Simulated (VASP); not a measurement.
The system is Cu.

```
CELL_PARAMETERS angstrom
0.00000 1.78872 1.78872
1.78872 0.00000 1.78872
1.78872 1.78872 0.00000
ATOMIC_POSITIONS crystal
Cu 0.00000 0.00000 0.00000
```

```yaml
Program: VASP 6.6.1
Task: relaxation of cell and atoms
Functional: PBE
Potentials_or_basis: VASP PAW PBE potentials, release 64 (Cu)
Cutoff: 600 eV
k_mesh: 18 × 18 × 18
Occupations: methfessel-paxton, width 0.1 eV
Spin: no spin polarisation
```

At the start: pressure 7.6 GPa; volume 11.45 Å³/atom.

Question: Where does the relaxation end?

Answer: Over 3 steps the energy falls by 12.8 meV/atom and the volume is 12.02 Å³/atom (+5.0 %); space group Fm-3m (No. 225, to 0.1 Å) before and after.

The path:
| step | energy change (eV) | largest force (eV/Å) | pressure (GPa) | volume (Å³) |
| --- | --- | --- | --- | --- |
| 1 | 0.0000 | 0.0000 | 7.56 | 11.45 |
| 2 | -0.0088 | 0.0000 | -3.60 | 12.36 |
| 3 | -0.0128 | 0.0000 | 0.00 | 12.02 |

Final structure:
```yaml
crystal:
  lattice:
    - [0.00000, 1.81803, 1.81803]
    - [1.81803, 0.00000, 1.81803]
    - [1.81803, 1.81803, 0.00000]
  atoms:
    - { symbol: Cu, position: [0.00000, 0.00000, 0.00000] }
```
